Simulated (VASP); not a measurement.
Crystal: Zr4B.

```
Zr B
1.0
     3.66409    0.00000    0.00000
    -1.83204    3.17319    0.00000
     0.00000    0.00000    6.57125
Zr B
4 1
Direct
  0.00000 0.00000 0.82442
  0.00000 0.00000 0.17558
  0.33333 0.66667 0.00000
  0.66667 0.33333 0.00000
  0.00000 0.00000 0.50000
```

The cell was built from a structure type or drawn by symmetry, and may not be a known phase.

| Property | Result |
| --- | --- |
| Program | VASP 6.6.1 |
| Task | relaxation of cell and atoms |
| Functional | PBE |
| Potentials or basis | VASP PAW PBE potentials, release 64 (Zr_sv, B) |
| Cutoff | 600 eV |
| k mesh | 6 × 6 × 4 |
| Occupations | gaussian, width 0.1 eV |
| Spin | no spin polarisation |

At the start: pressure 139.4 GPa; volume 15.28 Å³/atom.

Q: Where does the relaxation end?

A: Over 18 steps the energy falls by 4512.2 meV/atom and the volume is 31.70 Å³/atom (+107.5 %); space group P6/mmm (No. 191, to 0.1 Å) before and after.

Step by step:
| step | energy change (eV) | largest force (eV/Å) | pressure (GPa) | volume (Å³) |
| --- | --- | --- | --- | --- |
| 1 | 0.0000 | 15.3781 | 139.38 | 76.40 |
| 2 | -11.8076 | 1.6329 | -7.41 | 335.16 |
| 3 | -21.0700 | 3.8417 | -0.77 | 160.45 |
| 4 | -21.2303 | 3.7470 | 0.70 | 154.83 |
| 5 | -21.3668 | 3.4365 | 4.37 | 144.21 |
| 6 | -21.3622 | 3.4986 | 3.71 | 145.86 |
| 7 | -22.1190 | 0.9919 | -3.31 | 162.66 |
| 8 | -22.1321 | 1.2115 | -2.59 | 160.37 |
| 9 | -22.3128 | 0.6235 | 0.26 | 152.31 |
| 10 | -22.3222 | 0.4549 | 1.21 | 150.07 |
| 11 | -22.3980 | 0.3537 | 0.90 | 151.94 |
| 12 | -22.5404 | 0.1517 | 0.22 | 157.41 |
| 13 | -22.5402 | 0.4577 | 0.07 | 158.93 |
| 14 | -22.5438 | 0.2853 | 0.15 | 158.14 |
| 15 | -22.5589 | 0.1074 | -0.33 | 159.49 |
| 16 | -22.5605 | 0.0122 | -0.23 | 159.17 |
| 17 | -22.5603 | 0.0041 | 0.28 | 157.74 |
| 18 | -22.5611 | 0.0048 | 0.00 | 158.52 |

Final structure:
```xyz
5
Lattice="4.8584 0.0000 0.0000 -2.4292 4.2075 0.0000 0.0000 0.0000 7.7547" Properties=species:S:1:pos:R:3 pbc="T T T"
Zr    0.0000    0.0000    6.2598
Zr    0.0000    0.0000    1.4949
Zr    0.0000    2.8050    0.0000
Zr    2.4292    1.4025    0.0000
B     0.0000    0.0000    3.8773
```

Caveat: the volume moved by over 15 % at a fixed basis, so the end points are rough.
